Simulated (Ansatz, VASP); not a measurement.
# AgCl: VASP beside Ansatz

Contents of INCAR:

```
SYSTEM = AgCl
PREC = Accurate ; ENCUT = 520
EDIFF = 1E-6 ; ISMEAR = 0
SIGMA = 0.05 ; LREAL = .FALSE.
LASPH = .TRUE. ; NELM = 80
ALGO = Normal ; ISIF = 2
LWAVE = .FALSE. ; LCHARG = .FALSE.
GGA = PE ; NBANDS = 16
```

KPOINTS

```
Automatic mesh
0
G
  8 8 8
  0 0 0
```

POSCAR

```
AgCl
1.0
    0.0311979375      2.7731500000      2.7731500000
    2.8043479375      0.0000000000      2.8043479375
    2.7731500000      2.7731500000      0.0311979375
Ag Cl
1 1
Direct
    0.5000000000      0.5000000000      0.5000000000
    0.0000000000      0.0000000000      0.0000000000
```

Input for Ansatz:

```yaml
crystal:
  lattice:
    - [0.0311979375, 2.77315, 2.77315]
    - [2.8043479375, 0.0, 2.8043479375]
    - [2.77315, 2.77315, 0.0311979375]
  atoms:
    - { symbol: Ag, position: [0.5, 0.5, 0.5] }
    - { symbol: Cl, position: [0.0, 0.0, 0.0] }
basis:
  ecutwfc: 420
kpoints:
  mp_grid: { grid: [8, 8, 8] }
hamiltonian:
  xc: pbe
scf:
  occupations: { method: gaussian, width: 0.05 }
output:
  forces: true
  stress: true
  eigenvalues: true
```

Change from the starting cell: strain +0.0225 x Voigt [0, 0, 0, 0, 1, 0], atoms carried along.

Alike in both runs: task single point; functional PBE; k mesh 8 × 8 × 8; occupations gaussian, width 0.05 eV; no spin polarisation.

|  | VASP | Ansatz |
| --- | --- | --- |
| version | VASP 6.6.1 | Ansatz 0.2.0 |
| potentials or method | VASP PAW PBE potentials, release 64 (Ag, Cl), cutoff 520 eV | scalar-relativistic, plane waves, PAW |
| valence electrons in the cell | 18 | 26 |

```csv
,VASP,Ansatz,Ansatz less VASP
gap on the k mesh at the Fermi level (eV),0.89,0.89,+0.003
least direct gap on the mesh (eV),3.16,3.16,+0.002
pressure (GPa),1.5,1.6,+0.14
"traceless stress, the component that is largest in VASP (GPa)",-0.12,-0.12,+0.001
```

The functional is the same, so the differences come from potentials, cutoffs and numerics. VASP's potentials hold 18 valence electrons a cell and Ansatz's 26, so a difference there can come from the potentials and not from the codes.
